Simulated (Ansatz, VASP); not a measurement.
BeTe in VASP and in Ansatz

File INCAR:

```
  PREC = Accurate
  ENCUT = 520
  EDIFF = 1E-6
  ISMEAR = -1
  SIGMA = 0.05
  LREAL = False
  LASPH = True
  NELM = 60
  ALGO = Normal
  ISIF = 2
  LWAVE = False
  LCHARG = False
  GGA = PE
  NBANDS = 11
```

KPOINTS

```
Automatic mesh
0
Gamma
  13 13 13
```

Contents of POSCAR:

```
BeTe
1.0
    0.0000000000      2.7153272397      2.7153272397
    2.7153272397      0.0000000000      2.7153272397
    2.7153272397      2.7153272397      0.0000000000
Be Te
1 1
Direct
    0.0000000000      0.0000000000      0.0000000000
    0.5000000000      0.5000000000      0.5000000000
```

Input for Ansatz:

```yaml
crystal:
  lattice:
    - [0.0, 2.7153272397, 2.7153272397]
    - [2.7153272397, 0.0, 2.7153272397]
    - [2.7153272397, 2.7153272397, 0.0]
  atoms:
    - { symbol: Be, position: [0.0, 0.0, 0.0] }
    - { symbol: Te, position: [0.5, 0.5, 0.5] }
kpoints:
  mp_grid: { grid: [13, 13, 13] }
scf:
  occupations: { method: fermi_dirac, width: 0.05 }
hamiltonian:
  xc: pbe
  pseudopotentials: { kind: all_electron, lapw: { basis_error: 0.001 } }
output:
  forces: true
  stress: true
  eigenvalues: true
```

Change from the starting cell: volume scaled by 1.04.

Alike in both runs: task single point; functional PBE; k mesh 13 × 13 × 13; occupations fermi-dirac, width 0.05 eV; no spin polarisation.

|  | VASP | Ansatz |
| --- | --- | --- |
| version | VASP 6.6.1 | Ansatz 0.2.0 |
| potentials or method | VASP PAW PBE potentials, release 64 (Be, Te), cutoff 520 eV | all-electron LAPW, scalar-relativistic |

```tsv
	VASP	Ansatz	Ansatz less VASP
pressure (GPa)	-2.4	-2.4	-0.04
```

Ansatz ran all-electron here, and VASP with PAW potentials.

Spin-orbit coupling is off throughout.
